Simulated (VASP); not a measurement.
A run of VASP 6.6.1 is set up as follows.

The input INCAR:

```
ALGO = Fast
EDIFF = 1E-6
ENCUT = 520
ISIF = 2
ISMEAR = -1
LASPH = T
LCHARG = F
LREAL = F
LWAVE = F
NBANDS = 11
NELM = 60
PREC = Accurate
SIGMA = 0.05
```

Contents of KPOINTS:

```
k-points
0
Gamma
  12 12 12
```

POSCAR

```
Pd
1.0
    0.0000000000      1.9846763588      1.9846763588
    1.9846763588      0.0000000000      1.9846763588
    1.9846763588      1.9846763588      0.0000000000
Pd
1
Direct
    0.0000000000      0.0000000000      0.0000000000
```

Potentials or basis: VASP PAW LDA potentials, release 64 (Pd).

Command:

```sh
$ cat potpaw_LDA.64/Pd/POTCAR > POTCAR
$ mpirun -np 1 vasp_std > vasp.out
```

Question: Predict the band gap on the k mesh.

Answer: Zero (band 5 reaches 8.87 eV, above the bottom of band 6 at 7.44 eV).

Question: What does it give for the pressure?

Answer: -17.2 GPa.
